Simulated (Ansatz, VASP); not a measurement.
**One calculation of Hg2H3F, two programs**

```
Hg H F
1.0
     4.19548    0.00000    0.00000
     0.00000    4.19548    0.00000
     0.00000    0.00000    7.62640
Hg H F
2 3 1
Direct
  0.00000 0.00000 0.01016
  0.50000 0.50000 0.23299
  0.50000 0.50000 0.66035
  0.50000 0.50000 0.75900
  0.00000 0.00000 0.66758
  0.00000 0.00000 0.54392
```

Alike in both runs: functional PBE; k mesh 6 × 6 × 4; occupations gaussian, width 0.02 eV; no spin polarisation.

Ansatz relaxed the structure, and its values are those at the end. VASP's run is a single point on that final structure, the one shown.

```csv
,VASP,Ansatz
version,VASP 6.6.1,Ansatz 0.2.0
potentials or method,"VASP PAW PBE potentials, release 64 (Hg, H, F), cutoff 520 eV","scalar-relativistic, plane waves, PAW"
valence electrons in the cell,34,50
```

```tsv
	VASP	Ansatz	Ansatz less VASP
gap on the k mesh at the Fermi level (eV)	2.56	2.55	-0.010
least direct gap on the mesh (eV)	2.71	2.70	-0.008
pressure (GPa)	0.0	0.0	+0.02
rms of the force components (eV/Å)	0.095	0.001	-0.0944
```

VASP's potentials hold 34 valence electrons a cell and Ansatz's 50, so a difference there can come from the potentials and not from the codes.

Spin-orbit coupling is off throughout.
